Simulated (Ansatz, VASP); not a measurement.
**One calculation of Ru, two programs**

```xyz
3
Lattice="4.2469 0.0000 0.0000 -2.1235 3.6779 0.0000 0.0000 0.0000 2.6034" Properties=species:S:1:pos:R:3 pbc="T T T"
Ru    0.0000    0.0000    0.0000
Ru    0.0000    2.4520    1.3017
Ru    2.1235    1.2260    1.3017
```

Alike in both runs: task relaxation of cell and atoms; functional RPBE; k mesh 9 × 9 × 12; occupations fermi-dirac, width 0.1 eV; no spin polarisation.

|  | VASP | Ansatz |
| --- | --- | --- |
| version | VASP 6.6.1 | Ansatz 0.2.0 |
| potentials or method | VASP PAW PBE potentials, release 64 (Ru_pv), cutoff 600 eV | plane waves (420 eV) with PAW, scalar-relativistic |
| valence electrons in the cell | 42 | 48 |

Ansatz gave:

| Property | Result |
| --- | --- |
| relaxed volume (Å³/atom) | 14.33 |
| relaxed cell length with the largest relative difference (Å) | 2.698 |

Question: Estimate VASP's values.

Answer: Relaxed volume (Å³/atom): 14.33; relaxed cell length with the largest relative difference (Å): 2.697.

VASP's potentials were made for PBE, not for RPBE. VASP's potentials hold 42 valence electrons a cell and Ansatz's 48, so a difference there can come from the potentials and not from the codes.
